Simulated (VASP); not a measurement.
A run of VASP 6.6.1 is set up as follows.

The input INCAR:

```
ALGO = Normal ; EDIFF = 1E-7
ENCUT = 520 ; GGA = PS
ISIF = 2 ; ISMEAR = -1
LASPH = True ; LCHARG = True
LELF = True ; LREAL = False
LVHAR = True ; LWAVE = False
NBANDS = 21 ; NELM = 80
PREC = Accurate ; SIGMA = 0.15
```

Contents of KPOINTS:

```
k-points
0
Gamma
  6 6 3
```

The input POSCAR:

```
Mg3BiSb
1.0
    4.4697622592      0.0000000000      0.0000000000
   -2.2348811296      3.8709277306      0.0000000000
    0.0000000000      0.0000000000      7.0533006376
Mg Sb Bi
3 1 1
Direct
    0.0000000000      0.0000000000      0.0044930000
    0.3333333333      0.6666666667      0.3649360000
    0.6666666667      0.3333333333      0.6258560000
    0.6666666667      0.3333333333      0.2250700000
    0.3333333333      0.6666666667      0.7796450000
```

Potentials or basis: VASP PAW PBE potentials, release 64 (Mg, Sb, Bi_d).

Command:

```bash
$ cat potpaw_PBE.64/Mg/POTCAR potpaw_PBE.64/Sb/POTCAR potpaw_PBE.64/Bi_d/POTCAR > POTCAR
$ mpirun -np 1 vasp_std > vasp.out
```

Q: Predict the pressure.

A: 4.8 GPa.

Q: Estimate the largest force.

A: 0.313 eV/Å.

Forces in eV/Å, atoms in the order of the input:
```
Mg   0.000  0.000  0.030
Mg   0.000  0.000  0.017
Mg   0.000  0.000  0.030
Sb   0.000  0.000 -0.313
Bi   0.000  0.000  0.235
```

Caveat: the PAW data sets were made with another functional, which shifts forces and pressure a little.
